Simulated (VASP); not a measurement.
Write the native input for VASP 6.6.1 that does the following.

* Task: single point
* Functional: LDA
* Potentials or basis: VASP PAW LDA potentials, release 64 (Sc_sv)
* Cutoff: 520 eV
* k mesh: 20 × 20 × 20
* Occupations: fermi-dirac, width 0.1 eV
* Spin: no spin polarisation
* Dipole correction: no
* Further INCAR settings: ALGO = Normal; EDIFF = 1e-06; NBANDS = 12

The structure of Sc lies in POSCAR:

```
Sc
1.0
   -1.7110715900      1.7110715900      1.7110715900
    1.7110715900     -1.7110715900      1.7110715900
    1.7110715900      1.7110715900     -1.7110715900
Sc
1
Direct
    0.0000000000      0.0000000000      0.0000000000
```

This cell differs from its parent crystal: volume scaled by 0.88.

One way to write it, as run:

INCAR

```
SYSTEM = Sc
PREC = Accurate
ENCUT = 520
EDIFF = 1E-6
ISMEAR = -1
SIGMA = 0.1
LREAL = .FALSE.
LASPH = .TRUE.
NELM = 80
ALGO = Normal
ISIF = 2
LWAVE = .FALSE.
LCHARG = .TRUE.
GGA = CA
LELF = .TRUE.
LVHAR = .TRUE.
NBANDS = 12
```

KPOINTS

```
regular mesh
0
G
  20 20 20
  0 0 0
```

Potentials or basis: VASP PAW LDA potentials, release 64 (Sc_sv).

Launch:

```sh
$ cat potpaw_LDA.64/Sc_sv/POTCAR > POTCAR
$ mpirun -np 1 vasp_std > vasp.out
```

It gave:

```json
{
 "Pressure": "9.2 GPa"
}
```

It took 67 s on 1 thread of AMD EPYC 7R43 64-Core Processor (Zen 3), on a shared host, peak memory 0.13 GiB.
